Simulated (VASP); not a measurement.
Write the native input for VASP 6.6.1 that does the following.

```yaml
Task: single point
Functional: LDA
Potentials_or_basis: VASP PAW LDA potentials, release 64 (In_d)
Cutoff: 520 eV
k_mesh: 5 × 5 × 5
Occupations: fermi-dirac, width 0.01 eV
Spin: no spin polarisation
Dipole_correction: no
Further_INCAR_settings: ALGO = Normal; EDIFF = 1e-06; NBANDS = 12
```

The structure of In lies in POSCAR:

```
In
1.0
   -1.8825250000      1.8825250000      1.8825250000
    1.8825250000     -1.8825250000      1.8825250000
    1.8825250000      1.8825250000     -1.8825250000
In
1
Direct
    0.0000000000      0.0000000000      0.0000000000
```

These files were run (other wordings do the same):

INCAR

```
SYSTEM = In
PREC = Accurate
ENCUT = 520
EDIFF = 1E-6
ISMEAR = -1
SIGMA = 0.01
LREAL = .False.
LASPH = .True.
NELM = 60
ALGO = Normal
ISIF = 2
LWAVE = .False.
LCHARG = .False.
GGA = CA
NBANDS = 12
```

KPOINTS

```
Automatic mesh
0
Gamma
  5 5 5
  0 0 0
```

Potentials or basis: VASP PAW LDA potentials, release 64 (In_d).

Run with:

```sh
$ cat potpaw_LDA.64/In_d/POTCAR > POTCAR
$ mpirun -np 1 vasp_std > vasp.out
```

Results of the run:

* Pressure: -3.3 GPa

Caveat: the k points lie up to 0.47 Å⁻¹ apart.

Wall time 2.8 s on 1 thread of Intel Xeon 8259CL, on a shared host, peak memory 0.12 GiB.
